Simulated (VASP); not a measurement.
Write the native input for VASP 6.6.1 that does the following.

```
Task                   : single point
Functional             : PBE
Potentials or basis    : VASP PAW PBE potentials, release 64 (Zn, Se)
Cutoff                 : 520 eV
k mesh                 : 10 × 10 × 10
Occupations            : gaussian, width 0.05 eV
Spin                   : no spin polarisation
Dipole correction      : no
Further INCAR settings : ALGO = Normal; EDIFF = 1e-07; NBANDS = 16
```

The structure of ZnSe lies in POSCAR:

```
ZnSe
1.0
    0.0000000000      2.7451851078      3.0197036185
    2.7451851078      0.0000000000      3.0197036185
    2.7451851078      2.7451851078      0.0000000000
Zn Se
1 1
Direct
    0.0000000000      0.0000000000      0.0000000000
    0.7500000000      0.7500000000      0.7500000000
```

This cell differs from its parent crystal: ratio of the length along z to the lengths across it x 1.1, volume and fractional coordinates fixed.

The input as run:

INCAR

```
SYSTEM = ZnSe
PREC = Accurate
ENCUT = 520
EDIFF = 1E-7
ISMEAR = 0
SIGMA = 0.05
LREAL = .False.
LASPH = .True.
NELM = 60
ALGO = Normal
ISIF = 2
LWAVE = .False.
LCHARG = .False.
GGA = PE
NBANDS = 16
```

KPOINTS

```
Automatic mesh
0
Gamma
  10 10 10
  0 0 0
```

Potentials or basis: VASP PAW PBE potentials, release 64 (Zn, Se).

Launch:

```sh
$ cat potpaw_PBE.64/Zn/POTCAR potpaw_PBE.64/Se/POTCAR > POTCAR
$ mpirun -np 1 vasp_std > vasp.out
```

It gave:

* Pressure: 2.2 GPa
* Band gap on the k mesh: 1.11 eV

Wall time 2.1 min on 1 thread of Intel Xeon 8259CL, with other jobs on the host, peak memory 0.22 GiB.
